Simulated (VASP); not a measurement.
# HfO2 (Fm-3m) in VASP: a series of runs

The runs below take HfO2 through single point, with PBE.

All numbers are computed with VASP 6.6.1; they aren't measurements. Logs are shortened: lines on timing, memory, paths and dates and some standing lists are left out, and cuts for length are marked.

## (1) The cell of the first run

It takes space group Fm-3m (No. 225, cubic). The conventional cell has a = 4.994 Å, b = 4.994 Å, c = 4.994 Å, α = 90.00°, β = 90.00°, γ = 90.00°. Within 2.9 Å of Hf (site symmetry m-3m) lie 8 O at 2.16 Å. O (site symmetry -43m) has 4 Hf at 2.16 Å and 6 O at 2.50 Å within 2.9 Å.

## (2) Single point, PBE (volume changed by -6%)

The input, INCAR:

```
ALGO     = Normal         # electronic algorithm
EDIFF    = 1E-6           # SCF threshold, eV
ENCUT    = 520            # plane-wave cutoff, eV
GGA      = PE             # functional
ISIF     = 2              # what is computed and relaxed
ISMEAR   = 0              # smearing method
LASPH    = True           # aspherical terms in the spheres
LCHARG   = True           # write CHGCAR
LELF     = True           # ELF
LREAL    = False          # projectors in reciprocal space
LVHAR    = True         
LWAVE    = False          # write WAVECAR
NBANDS   = 18             # bands
NELM     = 80             # most SCF steps
PREC     = Accurate       # precision mode
SIGMA    = 0.01           # smearing width, eV
```

The input, KPOINTS:

```
k-points
0
Gamma
  8 8 8
```

The input, POSCAR:

```
HfO2
1.0
    0.0000000000      2.4967749791      2.4967749791
    2.4967749791      0.0000000000      2.4967749791
    2.4967749791      2.4967749791      0.0000000000
Hf O
1 2
Direct
    0.0000000000      0.0000000000      0.0000000000
    0.2500000000      0.2500000000      0.2500000000
    0.7500000000      0.7500000000      0.7500000000
```

Potentials or basis: VASP PAW PBE potentials, release 64 (Hf_pv, O).

Started as:

```console
$ cat potpaw_PBE.64/Hf_pv/POTCAR potpaw_PBE.64/O/POTCAR > POTCAR
$ mpirun -np 1 vasp_std > vasp.out
```

OUTCAR:

```text
EDIFF = 1E-6
   ENCUT = 520
   GGA = PE
   ISIF = 2
   ISMEAR = 0
   LASPH = True
   LREAL = False
   NELM = 80
   PREC = Accurate

 ion  position               nearest neighbor table
   1  0.000  0.000  0.000-   2 2.16   3 2.16   3 2.16   3 2.16   3 2.16   2 2.16   2 2.16   2 2.16

   2  0.250  0.250  0.250-   1 2.16   1 2.16   1 2.16   1 2.16
   3  0.750  0.750  0.750-   1 2.16   1 2.16   1 2.16   1 2.16

  LATTYP: Found a face centered cubic cell.
 ALAT       =     4.9935499582

  Lattice vectors:

 A1 = (   0.0000000000,   2.4967749791,   2.4967749791)
 A2 = (   2.4967749791,   0.0000000000,   2.4967749791)
 A3 = (   2.4967749791,   2.4967749791,   0.0000000000)

Analysis of symmetry for initial positions (statically):
=====================================================================
 Subroutine PRICEL returns:
 Original cell was already a primitive cell.

 Routine SETGRP: Setting up the symmetry group for a
 face centered cubic supercell.

 Subroutine GETGRP returns: Found 48 space group operations
 (whereof 48 operations were pure point group operations)
 out of a pool of 48 trial point group operations.

The static configuration has the point symmetry O_h .

Analysis of symmetry for dynamics (positions and initial velocities):
=====================================================================
 Subroutine PRICEL returns:
 Original cell was already a primitive cell.

 Routine SETGRP: Setting up the symmetry group for a
 face centered cubic supercell.

 Subroutine GETGRP returns: Found 48 space group operations
 (whereof 48 operations were pure point group operations)
 out of a pool of 48 trial point group operations.

The dynamic configuration has the point symmetry O_h .

 Subroutine INISYM returns: Found 48 space group operations
 (whereof 48 operations are pure point group operations),
 and found     1 'primitive' translations

----------------------------------------------------------------------------------------

                                     Primitive cell

  volume of cell :      31.1292

  direct lattice vectors                    reciprocal lattice vectors
     0.000000000  2.496774979  2.496774979    -0.200258335  0.200258335  0.200258335
     2.496774979  0.000000000  2.496774979     0.200258335 -0.200258335  0.200258335
     2.496774979  2.496774979  0.000000000     0.200258335  0.200258335 -0.200258335

  length of vectors
[... 78 lines left out ...]
   ISPIN  =      1    spin polarized calculation?
   LNONCOLLINEAR =      F non collinear calculations
   LSORBIT =      F    spin-orbit coupling
   LASPH  =      T    aspherical Exc in radial PAW
   ENCUT  =  520.0 eV  38.22 Ry    6.18 a.u.   6.57  6.57  6.57*2*pi/ulx,y,z
   NELM   =     80;   NELMIN=  2; NELMDL= -5     # of ELM steps
   EDIFF  = 0.1E-05   stopping-criterion for ELM
   LREAL  =      F    real-space projection
   EDIFFG = 0.1E-04   stopping-criterion for IOM
   NSW    =      0    number of steps for IOM
   IBRION =     -1    ionic relax: 0-MD 1-quasi-New 2-CG
   NFREE  =      0    steps in history (QN), initial steepest desc. (CG)
   ISIF   =      2    stress and relaxation
   ISYM   =      2    0-nonsym 1-usesym 2-fastsym
   POTIM  = 0.5000    time-step for ionic-motion
   TEBEG  =    0.0;   TEEND  =   0.0 temperature during run
   PSTRESS=    0.0 pullay stress
   NELECT =      22.0000    total number of electrons
   NUPDOWN=      -1.0000    fix difference up-down
   EMIN   =  10.00;   EMAX   =-10.00  energy-range for DOS
   EFERMI =   0.00;   METHOD = LEGACY
   ISMEAR =     0;   SIGMA  =   0.01  broadening in eV -4-tet -1-fermi 0-gaus
   EFERMI_NEDOS =   21; number of points for ismear=-14 and -15
   IALGO  =     38    algorithm
   IMIX   =      4    mixing-type and parameters
     AMIX     =   0.40;   BMIX     =  1.00
     AMIX_MAG =   1.60;   BMIX_MAG =  1.00
  volume/ion in A,a.u.               =      10.38        70.02
  Fermi-wavevector in a.u.,A,eV,Ry     =   1.458231  2.755657 28.931940  2.126438
  Thomas-Fermi vector in A             =   2.574940
   LORBIT       =      0    0 simple, 1 ext, 2 COOP (PROOUT), +10 PAW based schemes
   GGA     = PE    functional components
   LHFCALC =     F    Hartree Fock is set to
   AEXX    =    0.0000 exact exchange contribution
   IVDW    =     0    specifies the selected vdW correction
   LEPSILON=     F    determine dielectric tensor
   LRPA    =     F    only Hartree local field effects (RPA)
 non-spin polarized calculation
 Gauss-broadening in eV      SIGMA  =   0.01
  energy-cutoff  :      520.00
  volume of cell :       31.13
 maximum number of plane-waves:       869
 NGX is ok and might be reduce to    28
   NGX = 13   NGY = 13   NGZ = 13

 number of electron      22.0000002 magnetization

 Free energy of the ion-electron system (eV)
  ---------------------------------------------------
  ext. energy  EPLUGINS =         0.00000000
  ---------------------------------------------------
  free energy    TOTEN  =       -30.18720655 eV

  energy without entropy =      -30.18720655  energy(sigma->0) =      -30.18720655

 E-fermi :   4.7870     XC(G=0): -12.0846

 val. band max:        4.6767514260   @ k =   0.5000   0.5000   0.0000
 cond. band min:       8.6013383021   @ k =   0.5000   0.5000   0.0000
 fundamental gap:      3.9245868762
 Fermi energy:         4.7870078816

 k-point     1 :       0.0000    0.0000    0.0000
  band No.  band energies     occupation
      1     -24.8017      2.00000
      2     -24.8017      2.00000
      3     -24.8017      2.00000
      4     -14.3454      2.00000
      5     -11.0796      2.00000
      6      -0.9525      2.00000
[... 481 lines left out ...]
      5     -11.9820      2.00000
      6      -0.3772      2.00000
[... 10 lines left out ...]
     17      15.9646      0.00000
     18      18.2996      0.00000

 [... further k-points ...]
[... 5 lines left out ...]
  --------------------------------------------------------------------------------------
  -------------------------------------------------------------------------------------
  Total        2.5481582      2.5481582      2.5481582     -0.0000000     -0.0000000      0.0000000
  in kB      131.1501434    131.1501434    131.1501434     -0.0000000     -0.0000000      0.0000000
  external PRESSURE =     131.1501434 kB  Pullay stress =       0.0000000 kB

 VOLUME and BASIS-vectors are now :
 -----------------------------------------------------------------------------
  energy-cutoff  :      520.00
  volume of cell :       31.13
      direct lattice vectors                 reciprocal lattice vectors
     0.000000000  2.496774979  2.496774979    -0.200258335  0.200258335  0.200258335
     2.496774979  0.000000000  2.496774979     0.200258335 -0.200258335  0.200258335
     2.496774979  2.496774979  0.000000000     0.200258335  0.200258335 -0.200258335

 POSITION                                       TOTAL-FORCE (eV/Angst)
 -----------------------------------------------------------------------------------
      0.00000      0.00000      0.00000        -0.000000     -0.000000     -0.000000
      1.24839      1.24839      1.24839        -0.000000      0.000000      0.000000
      3.74516      3.74516      3.74516         0.000000     -0.000000     -0.000000
 -----------------------------------------------------------------------------------
    total drift:                                0.000000      0.000000      0.000000

  FREE ENERGIE OF THE ION-ELECTRON SYSTEM (eV)
  ---------------------------------------------------
  free  energy   TOTEN  =       -30.1872065453 eV

  energy  without entropy=      -30.1872065453  energy(sigma->0) =      -30.18720655
```

stdout:

```text
POSCAR found type information on POSCAR HfO
 POSCAR found :  2 types and       3 ions
 scaLAPACK will be used
 LDA part: xc-table for (Slater+PW92), standard interpolation
 POSCAR, INCAR and KPOINTS ok, starting setup
 FFT: planning ... GRIDC
 FFT: planning ... GRID_SOFT
 FFT: planning ... GRID
 WAVECAR not read
 entering main loop
```

Wall time 9.1 s (1 thread of Intel Xeon 6975P-C (Granite Rapids), shared host); peak memory 0.16 GiB.

Results:

- Free energy: -30.1872 eV
- Pressure: 13.1 GPa
- Band gap on the k mesh: 3.92 eV, direct

Caveat: the cell differs from its parent crystal (volume changed by -6%); spin-orbit coupling is left out, which moves the levels of the heavy elements. A k mesh can miss the band edges.

## (3) Single point, PBE

This run uses another cell than the first one, of 10.79 Å³/atom, 1.039 times its volume.

The input, INCAR:

```
SYSTEM = HfO2
PREC = Accurate ; ENCUT = 520
EDIFF = 1E-7 ; ISMEAR = 0
SIGMA = 0.01 ; LREAL = .False.
LASPH = .True. ; NELM = 100
ALGO = Normal ; ISIF = 2
LWAVE = .False. ; LCHARG = .False.
GGA = PE ; NBANDS = 18
```

The input, KPOINTS:

```
regular mesh
0
Gamma
  8 8 8
  0 0 0
```

The input, POSCAR:

```
HfO2
1.0
    0.0000000000      2.5291823181      2.5291823181
    2.5291823181      0.0000000000      2.5291823181
    2.5291823181      2.5291823181      0.0000000000
Hf O
1 2
Direct
    0.0000000000      0.0000000000      0.0000000000
    0.2500000000      0.2500000000      0.2500000000
    0.7500000000      0.7500000000      0.7500000000
```

Potentials or basis: VASP PAW PBE potentials, release 64 (Hf_pv, O).

Started as:

```console
$ cat potpaw_PBE.64/Hf_pv/POTCAR potpaw_PBE.64/O/POTCAR > POTCAR
$ mpirun -np 1 vasp_std > vasp.out
```

OUTCAR:

```text
SYSTEM = HfO2
   PREC = Accurate
   ENCUT = 520
   EDIFF = 1E-7
   ISMEAR = 0
   LREAL = .False.
   LASPH = .True.
   NELM = 100
   ISIF = 2
   GGA = PE

 ion  position               nearest neighbor table
   1  0.000  0.000  0.000-   3 2.19   3 2.19   3 2.19   2 2.19   3 2.19   2 2.19   2 2.19   2 2.19

   2  0.250  0.250  0.250-   1 2.19   1 2.19   1 2.19   1 2.19
   3  0.750  0.750  0.750-   1 2.19   1 2.19   1 2.19   1 2.19

  LATTYP: Found a face centered cubic cell.
 ALAT       =     5.0583646362

  Lattice vectors:

 A1 = (   0.0000000000,   2.5291823181,   2.5291823181)
 A2 = (   2.5291823181,   0.0000000000,   2.5291823181)
 A3 = (   2.5291823181,   2.5291823181,   0.0000000000)

Analysis of symmetry for initial positions (statically):
=====================================================================
 Subroutine PRICEL returns:
 Original cell was already a primitive cell.

 Routine SETGRP: Setting up the symmetry group for a
 face centered cubic supercell.

 Subroutine GETGRP returns: Found 48 space group operations
 (whereof 48 operations were pure point group operations)
 out of a pool of 48 trial point group operations.

The static configuration has the point symmetry O_h .

Analysis of symmetry for dynamics (positions and initial velocities):
=====================================================================
 Subroutine PRICEL returns:
 Original cell was already a primitive cell.

 Routine SETGRP: Setting up the symmetry group for a
 face centered cubic supercell.

 Subroutine GETGRP returns: Found 48 space group operations
 (whereof 48 operations were pure point group operations)
 out of a pool of 48 trial point group operations.

The dynamic configuration has the point symmetry O_h .

 Subroutine INISYM returns: Found 48 space group operations
 (whereof 48 operations are pure point group operations),
 and found     1 'primitive' translations

----------------------------------------------------------------------------------------

                                     Primitive cell

  volume of cell :      32.3572

  direct lattice vectors                    reciprocal lattice vectors
     0.000000000  2.529182318  2.529182318    -0.197692352  0.197692352  0.197692352
     2.529182318  0.000000000  2.529182318     0.197692352 -0.197692352  0.197692352
     2.529182318  2.529182318  0.000000000     0.197692352  0.197692352 -0.197692352

  length of vectors
     3.576803936  3.576803936  3.576803936     0.342413197  0.342413197  0.342413197

  position of ions in fractional coordinates (direct lattice)
     0.000000000  0.000000000  0.000000000
     0.250000000  0.250000000  0.250000000
     0.750000000  0.750000000  0.750000000

  ion indices of the primitive-cell ions
   primitive index   ion index
                 1           1
                 2           2
                 3           3

----------------------------------------------------------------------------------------

 KPOINTS: regular mesh

Automatic generation of k-mesh.
 Grid dimensions read from file:
 generate k-points for:    8    8    8

 Generating k-lattice:

  Cartesian coordinates                     Fractional coordinates (reciprocal lattice)
    -0.024711544  0.024711544  0.024711544     0.125000000  0.000000000  0.000000000
     0.024711544 -0.024711544  0.024711544     0.000000000  0.125000000  0.000000000
     0.024711544  0.024711544 -0.024711544     0.000000000  0.000000000  0.125000000

  Length of vectors
     0.042801650  0.042801650  0.042801650

  Shift w.r.t. Gamma in fractional coordinates (k-lattice)
     0.000000000  0.000000000  0.000000000

 Subroutine IBZKPT returns following result:
 ===========================================

 Found     29 irreducible k-points:

 Following reciprocal coordinates:
            Coordinates               Weight
  0.000000  0.000000  0.000000      1.000000
  0.125000  0.000000  0.000000      8.000000
  0.250000  0.000000  0.000000      8.000000
  0.375000  0.000000  0.000000      8.000000
  0.500000  0.000000  0.000000      4.000000
  0.125000  0.125000  0.000000      6.000000
[... 16 lines left out ...]
  0.500000  0.250000  0.125000     48.000000
 -0.375000  0.250000  0.125000     24.000000
 [... further k-points ...]
   k-points           NKPTS =     29   k-points in BZ     NKDIM =     29   number of bands    NBANDS=     18
   number of dos      NEDOS =    301   number of ions     NIONS =      3
   total plane-waves  NPLWV =  21952
   dimension x,y,z NGX =    28 NGY =   28 NGZ =   28
   dimension x,y,z NGXF=    56 NGYF=   56 NGZF=   56
   ions per type =               1   2
   NGX,Y,Z   is equivalent  to a cutoff of  13.01, 13.01, 13.01 a.u.
   NGXF,Y,Z  is equivalent  to a cutoff of  26.03, 26.03, 26.03 a.u.
 SYSTEM =  HfO2
   PREC   = accura    normal or accurate (medium, high low for compatibility)
   ISTART =      0    job   : 0-new  1-cont  2-samecut
   ICHARG =      2    charge: 1-file 2-atom 10-const
   ISPIN  =      1    spin polarized calculation?
   LNONCOLLINEAR =      F non collinear calculations
   LSORBIT =      F    spin-orbit coupling
   LASPH  =      T    aspherical Exc in radial PAW
   ENCUT  =  520.0 eV  38.22 Ry    6.18 a.u.   6.65  6.65  6.65*2*pi/ulx,y,z
   NELM   =    100;   NELMIN=  2; NELMDL= -5     # of ELM steps
   EDIFF  = 0.1E-06   stopping-criterion for ELM
   LREAL  =      F    real-space projection
   EDIFFG = 0.1E-05   stopping-criterion for IOM
   NSW    =      0    number of steps for IOM
   IBRION =     -1    ionic relax: 0-MD 1-quasi-New 2-CG
   NFREE  =      0    steps in history (QN), initial steepest desc. (CG)
   ISIF   =      2    stress and relaxation
   ISYM   =      2    0-nonsym 1-usesym 2-fastsym
   POTIM  = 0.5000    time-step for ionic-motion
   TEBEG  =    0.0;   TEEND  =   0.0 temperature during run
   PSTRESS=    0.0 pullay stress
   NELECT =      22.0000    total number of electrons
   NUPDOWN=      -1.0000    fix difference up-down
   EMIN   =  10.00;   EMAX   =-10.00  energy-range for DOS
   EFERMI =   0.00;   METHOD = LEGACY
   ISMEAR =     0;   SIGMA  =   0.01  broadening in eV -4-tet -1-fermi 0-gaus
   EFERMI_NEDOS =   21; number of points for ismear=-14 and -15
   IALGO  =     38    algorithm
   IMIX   =      4    mixing-type and parameters
     AMIX     =   0.40;   BMIX     =  1.00
     AMIX_MAG =   1.60;   BMIX_MAG =  1.00
  volume/ion in A,a.u.               =      10.79        72.79
  Fermi-wavevector in a.u.,A,eV,Ry     =   1.439546  2.720348 28.195259  2.072293
  Thomas-Fermi vector in A             =   2.558390
   LORBIT       =      0    0 simple, 1 ext, 2 COOP (PROOUT), +10 PAW based schemes
   GGA     = PE    functional components
   LHFCALC =     F    Hartree Fock is set to
   AEXX    =    0.0000 exact exchange contribution
   IVDW    =     0    specifies the selected vdW correction
   LEPSILON=     F    determine dielectric tensor
   LRPA    =     F    only Hartree local field effects (RPA)
 non-spin polarized calculation
 Gauss-broadening in eV      SIGMA  =   0.01
  energy-cutoff  :      520.00
  volume of cell :       32.36
 maximum number of plane-waves:       893
   NGX = 13   NGY = 13   NGZ = 13

 number of electron      21.9999992 magnetization

 Free energy of the ion-electron system (eV)
  ---------------------------------------------------
  ext. energy  EPLUGINS =         0.00000000
  ---------------------------------------------------
  free energy    TOTEN  =       -30.24606186 eV

  energy without entropy =      -30.24606186  energy(sigma->0) =      -30.24606186

 E-fermi :   4.4099     XC(G=0): -11.8754

 val. band max:        4.3383771272   @ k =   0.5000   0.5000   0.0000
 cond. band min:       8.1587274100   @ k =   0.5000   0.5000   0.0000
 fundamental gap:      3.8203502828
 Fermi energy:         4.4098534429

 k-point     1 :       0.0000    0.0000    0.0000
  band No.  band energies     occupation
      1     -25.3168      2.00000
      2     -25.3168      2.00000
      3     -25.3168      2.00000
      4     -14.4372      2.00000
      5     -11.3693      2.00000
      6      -1.0465      2.00000
[... 10 lines left out ...]
     17      14.8480      0.00000
     18      17.8700      0.00000
[... 463 lines left out ...]
 k-point    24 :      -0.3750    0.2500    0.1250
  band No.  band energies     occupation
      1     -25.7019      2.00000
      2     -25.4963      2.00000
      3     -25.3965      2.00000
      4     -12.8272      2.00000
      5     -12.2624      2.00000
      6      -0.5221      2.00000
[... 10 lines left out ...]
     17      15.3730      0.00000
     18      17.4977      0.00000

 [... further k-points ...]
[... 5 lines left out ...]
  --------------------------------------------------------------------------------------
  -------------------------------------------------------------------------------------
  Total        0.4312586      0.4312586      0.4312586      0.0000000      0.0000000      0.0000000
  in kB       21.3539359     21.3539359     21.3539359      0.0000000      0.0000000      0.0000000
  external PRESSURE =      21.3539359 kB  Pullay stress =       0.0000000 kB

 VOLUME and BASIS-vectors are now :
 -----------------------------------------------------------------------------
  energy-cutoff  :      520.00
  volume of cell :       32.36
      direct lattice vectors                 reciprocal lattice vectors
     0.000000000  2.529182318  2.529182318    -0.197692352  0.197692352  0.197692352
     2.529182318  0.000000000  2.529182318     0.197692352 -0.197692352  0.197692352
     2.529182318  2.529182318  0.000000000     0.197692352  0.197692352 -0.197692352

 POSITION                                       TOTAL-FORCE (eV/Angst)
 -----------------------------------------------------------------------------------
      0.00000      0.00000      0.00000        -0.000000      0.000000     -0.000000
      1.26459      1.26459      1.26459         0.000000      0.000000     -0.000000
      3.79377      3.79377      3.79377        -0.000000     -0.000000      0.000000
 -----------------------------------------------------------------------------------
    total drift:                                0.000000      0.000000      0.000000

  FREE ENERGIE OF THE ION-ELECTRON SYSTEM (eV)
  ---------------------------------------------------
  free  energy   TOTEN  =       -30.2460618642 eV

  energy  without entropy=      -30.2460618642  energy(sigma->0) =      -30.24606186
```

Wall time 9.5 s (1 thread of Intel Xeon 6975P-C (Granite Rapids), shared host); peak memory 0.16 GiB.

Results:

```
Free energy            : -30.2461 eV
Pressure               : 2.1 GPa
Band gap on the k mesh : 3.82 eV, direct
```

Caveat: spin-orbit coupling is left out, which moves the levels of the heavy elements. A k mesh can miss the band edges.
